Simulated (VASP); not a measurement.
BaS, 2 atoms in the cell. The structure is cubic, space group Fm-3m (No. 225). Conventional cell: a = 6.257 Å, b = 6.257 Å, c = 6.257 Å, α = 90.00°, β = 90.00°, γ = 90.00°. Within 4.1 Å of Ba (site symmetry m-3m) lie 6 S at 3.13 Å. S (site symmetry m-3m) has 6 Ba at 3.13 Å within 4.1 Å.  This cell differs from its parent crystal: volume scaled by 0.94.

```yaml
Program: VASP 6.6.1
Task: single point
Functional: PBEsol
Potentials_or_basis: VASP PAW PBE potentials, release 64 (Ba_sv, S)
Cutoff: 520 eV
k_mesh: 7 × 7 × 7
Occupations: fermi-dirac, width 0.05 eV
Spin: no spin polarisation
Dipole_correction: no
Further_INCAR_settings: ALGO = Normal; EDIFF = 1e-07; NBANDS = 15
```

Potentials or basis: VASP PAW PBE potentials, release 64 (Ba_sv, S).

Run with:

```console
$ cat potpaw_PBE.64/Ba_sv/POTCAR potpaw_PBE.64/S/POTCAR > POTCAR
$ mpirun -np 1 vasp_std > vasp.out
```

Hardware: 1 thread of Intel(R) Xeon(R) 6975P-C (Granite Rapids), on a shared host.

Task: Estimate the wall time of this run.

Result: It took 9.1 s on 1 thread of Intel(R) Xeon(R) 6975P-C (Granite Rapids), with other jobs on the host, peak memory 0.2 GiB. Counts: scf iterations 13, k points 20.
